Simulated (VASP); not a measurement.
Set up this calculation in VASP 6.6.1, as the native input.

```yaml
Task: single point
Functional: PBE
Potentials_or_basis: VASP PAW PBE potentials, release 64 (Ca_sv)
Cutoff: 520 eV
k_mesh: 31 × 31 × 31
Occupations: fermi-dirac, width 0.0612256 eV
Spin: no spin polarisation
Dipole_correction: no
Further_INCAR_settings: ALGO = Normal; EDIFF = 1e-06; NBANDS = 11
```

The structure of Ca lies in POSCAR:

```
Ca
1.0
    3.4748254447      0.0000000000      0.0000000000
    0.0000000000      3.4748254447      0.0000000000
    0.0000000000      0.0000000000      3.4748254447
Ca
1
Direct
    0.0000000000      0.0000000000      0.0000000000
```

This isn't the form of Ca at room conditions, which is fcc.

One way to write it, as run:

INCAR

```
SYSTEM = Ca
PREC = Accurate
ENCUT = 520
EDIFF = 1E-6
ISMEAR = -1
SIGMA = 0.06122561905347299
LREAL = .False.
LASPH = .True.
NELM = 100
ALGO = Normal
ISIF = 2
LWAVE = .False.
LCHARG = .True.
GGA = PE
LELF = .True.
LVHAR = .True.
NBANDS = 11
```

KPOINTS

```
Automatic mesh
0
Gamma
  31 31 31
  0 0 0
```

Potentials or basis: VASP PAW PBE potentials, release 64 (Ca_sv).

Launch:

```console
$ cat potpaw_PBE.64/Ca_sv/POTCAR > POTCAR
$ mpirun -np 1 vasp_std > vasp.out
```

Results of the run:

- Pressure: 0.4 GPa
- Band gap on the k mesh: zero (bands 5 and 6 overlap by 1.12 eV)

Run time: 95 s on 1 thread of Intel(R) Xeon(R) 6975P-C (Granite Rapids), with other jobs on the host, peak memory 0.46 GiB.
